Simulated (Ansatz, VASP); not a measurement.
Two plane-wave programs on Zn

```
Zn
1.0
     2.26996   -1.31446    0.01961
     2.26996    1.31446    0.01961
    -1.53465    0.00000    7.09418
Zn
3
Direct
  0.00000 0.00000 0.00000
  0.22088 0.22088 0.66546
  0.77912 0.77912 0.33454
```

Alike in both runs: functional PBEsol; k mesh 20 × 20 × 8; occupations gaussian, width 0.1 eV; no spin polarisation.

Ansatz relaxed the structure, and its values are those at the end. VASP's run is a single point on that final structure, the one shown.

|  | VASP | Ansatz |
| --- | --- | --- |
| version | VASP 6.6.1 | Ansatz 0.2.0 |
| potentials or method | VASP PAW PBE potentials, release 64 (Zn), cutoff 520 eV | scalar-relativistic, plane waves, PAW |
| valence electrons in the cell | 36 | 36 |

|  | VASP | Ansatz | Ansatz less VASP |
| --- | --- | --- | --- |
| gap on the k mesh at the Fermi level (eV) | none | none | - |
| pressure (GPa) | 0.3 | 0.0 | -0.31 |

VASP's potentials were made for PBE, not for PBEsol. A gap of «none» marks a metal or a gap that the smearing closes.
